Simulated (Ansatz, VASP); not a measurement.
Ca3SbP in VASP and in Ansatz

```
CELL_PARAMETERS angstrom
5.25162 0.00000 0.00000
0.00000 5.25162 0.00000
0.00000 0.00000 5.25162
ATOMIC_POSITIONS crystal
Ca 0.98852 0.50000 0.50000
Ca 0.45430 0.00000 0.50000
Ca 0.45430 0.50000 0.00000
Sb 0.03511 0.00000 0.00000
P 0.49512 0.50000 0.50000
```

Change from the starting cell: mode 1 frozen in at -0.240 Å, equal normal strain along x, y and z +0.0000.

Alike in both runs: task single point; functional LDA; k mesh 6 × 6 × 6; occupations gaussian, width 0.05 eV; no spin polarisation.

|  | VASP | Ansatz |
| --- | --- | --- |
| version | VASP 6.6.1 | Ansatz 0.2.0 |
| potentials or method | VASP PAW LDA potentials, release 64 (Ca_sv, Sb, P), cutoff 520 eV | scalar-relativistic, plane waves, PAW |
| valence electrons in the cell | 40 | 50 |

|  | VASP | Ansatz | Ansatz less VASP |
| --- | --- | --- | --- |
| gap on the k mesh at the Fermi level (eV) | 0.78 | 0.78 | +0.009 |
| least direct gap on the mesh (eV) | 0.78 | 0.78 | +0.009 |
| pressure (GPa) | 0.7 | 0.5 | -0.17 |
| traceless stress, the component that is largest in VASP (GPa) | 0.85 | 0.85 | -0.002 |
| rms of the force components (eV/Å) | 0.032 | 0.030 | -0.0022 |

LDA's correlation is that of Perdew and Zunger in VASP and of Perdew and Wang (1992) in Ansatz. Atom by atom the forces differ by 0.004 eV/Å (rms over components). VASP's potentials hold 40 valence electrons a cell and Ansatz's 50, so a difference there can come from the potentials and not from the codes.

Spin-orbit coupling is off throughout.
